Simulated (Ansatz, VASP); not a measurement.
## One calculation of SiC, two programs

```
CELL_PARAMETERS angstrom
3.07600 0.00000 0.00000
-1.53800 2.66389 0.00000
0.00000 0.00000 5.04800
ATOMIC_POSITIONS crystal
Si 0.33333 0.66667 0.00000
Si 0.66667 0.33333 0.50000
C 0.33333 0.66667 0.38500
C 0.66667 0.33333 0.88500
```

Alike in both runs: task single point; functional PBE; k mesh 12 × 12 × 4; occupations fermi-dirac, width 0.02 eV; no spin polarisation.

|  | VASP | Ansatz |
| --- | --- | --- |
| version | VASP 6.6.1 | Ansatz 0.2.0 |
| potentials or method | VASP PAW PBE potentials, release 64 (Si, C), cutoff 520 eV | all-electron (LAPW or listed datasets) |

Ansatz gave:

| Quantity | Value |
| --- | --- |
| gap on the k mesh at the Fermi level (eV) | 2.32 |
| pressure (GPa) | 3.7 |
| traceless stress, the component that is largest in VASP (GPa) | -3.23 |
| rms of the force components (eV/Å) | 0.434 |

Q: Which values does VASP return?

A: gap on the k mesh at the Fermi level (eV): 2.32; pressure (GPa): 3.6; traceless stress, the component that is largest in VASP (GPa): -3.24; rms of the force components (eV/Å): 0.434.

Atom by atom the forces differ by 0.000 eV/Å (rms over components). Ansatz ran all-electron here, and VASP with PAW potentials.
